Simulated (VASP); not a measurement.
Here is a VASP 6.6.1 calculation.

INCAR

```
  PREC = Accurate
  ENCUT = 520
  EDIFF = 1E-6
  ISMEAR = -1
  SIGMA = 0.05
  LREAL = False
  LASPH = True
  NELM = 100
  ALGO = Normal
  ISIF = 2
  LWAVE = False
  LCHARG = False
  GGA = PS
  NBANDS = 11
```

The input KPOINTS:

```
regular mesh
0
Gamma
  13 13 13
```

POSCAR

```
BN
1.0
    0.0000000000      1.8130010000      1.8130010000
    1.8130010000      0.0000000000      1.8130010000
    1.8130010000      1.8130010000      0.0000000000
N B
1 1
Direct
    0.2500000000      0.2500000000      0.2500000000
    0.0000000000      0.0000000000      0.0000000000
```

Potentials or basis: VASP PAW PBE potentials, release 64 (N, B).

The run is started by

```bash
$ cat potpaw_PBE.64/N/POTCAR potpaw_PBE.64/B/POTCAR > POTCAR
$ mpirun -np 1 vasp_std > vasp.out
```

What does it give for the band gap on the k mesh?

4.34 eV, indirect (least direct gap 8.72 eV).

Predict the pressure.

-5.7 GPa.

Caveat: the PAW data sets were made with another functional, which shifts forces and pressure a little. A k mesh can miss the band edges.
